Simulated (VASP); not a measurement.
# Ti3Se (P-6m2) in VASP: notebook, part 2 of 2

VASP 6.6.1.

**5. Single point, LDA (17.23 Å³/atom)**

This run uses another cell than the first one, of 17.23 Å³/atom.

File INCAR:

```
SYSTEM = Ti3Se
PREC = Accurate
ENCUT = 520
EDIFF = 1E-7
ISMEAR = -1
SIGMA = 0.05
LREAL = .FALSE.
LASPH = .TRUE.
NELM = 80
ALGO = Normal
ISIF = 2
LWAVE = .FALSE.
LCHARG = .FALSE.
GGA = CA
NBANDS = 29
```

File KPOINTS:

```
regular mesh
0
G
  10 10 4
  0 0 0
```

File POSCAR:

```
Ti3Se
1.0
    3.1759855858      0.0000000000      0.0000000000
   -1.5879927929      2.7504841993      0.0000000000
    0.0000000000      0.0000000000      7.8894363804
Se Ti
1 3
Direct
    0.0000000000      0.0000000000      0.0000000000
    0.6666666667      0.3333333333      0.5000000000
    0.3333333333      0.6666666667      0.7729020000
    0.3333333333      0.6666666667      0.2270980000
```

Potentials or basis: VASP PAW LDA potentials, release 64 (Se, Ti_sv).

Started as:

```sh
> cat potpaw_LDA.64/Se/POTCAR potpaw_LDA.64/Ti_sv/POTCAR > POTCAR
> mpirun -np 1 vasp_std > vasp.out
```

OUTCAR:

```text
SYSTEM = Ti3Se
   PREC = Accurate
   ENCUT = 520
   EDIFF = 1E-7
   ISMEAR = -1
   LREAL = .FALSE.
   LASPH = .TRUE.
   NELM = 80
   ISIF = 2
   GGA = CA

 ion  position               nearest neighbor table
   1  0.000  0.000  0.000-   3 2.56   4 2.56   3 2.56   4 2.56   3 2.56   4 2.56
   2  0.667  0.333  0.500-   3 2.83   4 2.83   3 2.83   4 2.83   3 2.83   4 2.83
   3  0.333  0.667  0.773-   1 2.56   1 2.56   1 2.56   2 2.83   2 2.83   2 2.83
   4  0.333  0.667  0.227-   1 2.56   1 2.56   1 2.56   2 2.83   2 2.83   2 2.83

  LATTYP: Found a hexagonal cell.
 ALAT       =     3.1759855858
 C/A-ratio  =     2.4840907388

  Lattice vectors:

 A1 = (   3.1759855858,   0.0000000000,   0.0000000000)
 A2 = (  -1.5879927929,   2.7504841993,   0.0000000000)
 A3 = (   0.0000000000,   0.0000000000,   7.8894363804)

Analysis of symmetry for initial positions (statically):
=====================================================================
 Subroutine PRICEL returns:
 Original cell was already a primitive cell.

 Routine SETGRP: Setting up the symmetry group for a
[... 170 lines left out ...]
  energy without entropy =      -31.85122271  energy(sigma->0) =      -31.86300658

 E-fermi :   8.1011     XC(G=0): -11.7009

 val. band max:        8.0860872830   @ k =   0.1000   0.1000   0.0000
 cond. band min:       8.1071841376   @ k =   0.3000   0.2000   0.0000
 fundamental gap:      0.0210968546
 Fermi energy:         8.1011358748

 k-point     1 :       0.0000    0.0000    0.0000
  band No.  band energies     occupation
      1     -48.1746      2.00000
      2     -48.1485      2.00000
      3     -47.9969      2.00000
      4     -25.0628      2.00000
      5     -24.9534      2.00000
      6     -24.6547      2.00000
[... 757 lines left out ...]
     28      10.7856      0.00000
     29      10.9541      0.00000

 [... further k-points ...]

------------------------ aborting loop because EDIFF is reached ----------------------------------------

  FORCE on cell =-STRESS in cart. coord.  units (eV):
  Direction    XX          YY          ZZ          XY          YZ          ZX
  --------------------------------------------------------------------------------------
  -------------------------------------------------------------------------------------
  Total       -2.2765954     -2.2765954     -2.7685686      0.0000000     -0.0000000      0.0000000
  in kB      -52.9252328    -52.9252328    -64.3623973      0.0000000     -0.0000000      0.0000000
  external PRESSURE =     -56.7376210 kB  Pullay stress =       0.0000000 kB

 VOLUME and BASIS-vectors are now :
 -----------------------------------------------------------------------------
  energy-cutoff  :      520.00
  volume of cell :       68.92
      direct lattice vectors                 reciprocal lattice vectors
     3.175985586  0.000000000  0.000000000     0.314862890  0.181786174  0.000000000
    -1.587992793  2.750484199  0.000000000     0.000000000  0.363572349  0.000000000
     0.000000000  0.000000000  7.889436380     0.000000000  0.000000000  0.126751767

 POSITION                                       TOTAL-FORCE (eV/Angst)
 -----------------------------------------------------------------------------------
      0.00000      0.00000      0.00000         0.000000     -0.000000      0.000000
      1.58799      0.91683      3.94472         0.000000      0.000000      0.000000
     -0.00000      1.83366      6.09776         0.000000      0.000000      0.022710
     -0.00000      1.83366      1.79168        -0.000000      0.000000     -0.022710
 -----------------------------------------------------------------------------------
    total drift:                                0.000000     -0.000000     -0.000000

  FREE ENERGIE OF THE ION-ELECTRON SYSTEM (eV)
  ---------------------------------------------------
  free  energy   TOTEN  =       -31.8747904576 eV

  energy  without entropy=      -31.8512227080  energy(sigma->0) =      -31.86300658
```

Run time: 2.2 min. Hardware: 1 thread of Intel Xeon 8259CL, shared host; peak memory 0.2 GiB.

What came out:

| Property | Result |
| --- | --- |
| Free energy | -31.8748 eV |
| Pressure | -5.7 GPa |
| Largest force | 0.023 eV/Å |
| Band gap on the k mesh | zero (bands 21 and 22 overlap by 0.53 eV) |

Forces in eV/Å, atoms in the order of the input:
```
Se   0.000  0.000  0.000
Ti   0.000  0.000  0.000
Ti   0.000  0.000  0.023
Ti   0.000  0.000 -0.023
```

Levels at points of the mesh, in eV from the Fermi level:
```
           k point  band 19  band 20  band 21  band 22  band 23  band 24
(0.00, 0.00, 0.00)    -0.07     0.15     0.15     0.29     0.29     0.99
(0.50, 0.00, 0.00)    -1.58    -0.58    -0.42     0.18     0.85     0.87
(0.00, 0.00, 0.50)    -0.61     0.38     0.38     0.61     0.61     0.64
(0.50, 0.00, 0.50)    -1.49    -0.87    -0.86     0.65     0.87     1.01
```

Caveat: the cell stands under tension.

**6. Summary**

```tsv
level	potentials or basis	U	cell	gap on the mesh (eV)	pressure (GPa)	largest force (eV/Å)
PBEsol+U	VASP PAW PBE potentials, release 64 (Se, Ti_sv)	Ti d U = 6.0 eV	a = 3.197, b = 3.197, c = 7.943 Å, angles 90.0, 90.0, 120.0°, 4 atoms	none	5.5	0.18
LDA	VASP PAW LDA potentials, release 64 (Se, Ti_sv)	-	a = 3.132, b = 3.132, c = 7.781 Å, angles 90.0, 90.0, 120.0°, 4 atoms	none	-0.8	0.13
LDA	VASP PAW LDA potentials, release 64 (Se, Ti_sv)	-	a = 3.154, b = 3.154, c = 7.835 Å, angles 90.0, 90.0, 120.0°, 4 atoms	none	-3.4	0.05
LDA	VASP PAW LDA potentials, release 64 (Se, Ti_sv)	-	a = 3.176, b = 3.176, c = 7.889 Å, angles 90.0, 90.0, 120.0°, 4 atoms	none	-5.7	0.02
```

Alike in all rows: task single point; no spin polarisation; k mesh 10 × 10 × 4; cutoff (eV) 520; smearing fermi-dirac 0.05 eV.

Caveats: the cell stands under tension (at least some runs); the cell stands under pressure (at least some runs); the PAW data sets were made with another functional, which shifts forces and pressure a little (at least some runs); U without spin polarisation on a metal has little footing (at least some runs).

Total energies depend on the potentials used, so only differences within one code and one set of settings carry meaning.
